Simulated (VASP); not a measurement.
MgO (rocksalt type): single point with r2SCAN

Crystal: MgO (rocksalt type).

```
Mg O
1.0
     0.00000    2.10207    2.10207
     2.10207    0.00000    2.10207
     2.10207    2.10207    0.00000
Mg O
1 1
Direct
  0.00000 0.00000 0.00000
  0.50000 0.50000 0.50000
```

* Program: VASP 6.6.1
* Task: single point
* Functional: r2SCAN
* Potentials or basis: VASP PAW PBE potentials, release 64 (Mg, O)
* Cutoff: 520 eV
* k mesh: 15 × 15 × 15
* Occupations: fermi-dirac, width 0.05 eV
* Spin: no spin polarisation

- Pressure: -1.1 GPa
- Band gap on the k mesh: 5.66 eV, direct

Levels at points of the mesh, in eV from the valence-band top:
```csv
k point,band 2,band 3,band 4,band 5,band 6,band 7
"(0.00, 0.00, 0.00)",0.00,0.00,0.00,5.66,16.87,16.87
```

Wall time 33 s on 1 thread of Intel(R) Xeon(R) 6975P-C (Granite Rapids), with other jobs on the host, peak memory 0.16 GiB.

Caveat: the PAW data sets were made with another functional, which shifts forces and pressure a little. A k mesh can miss the band edges.
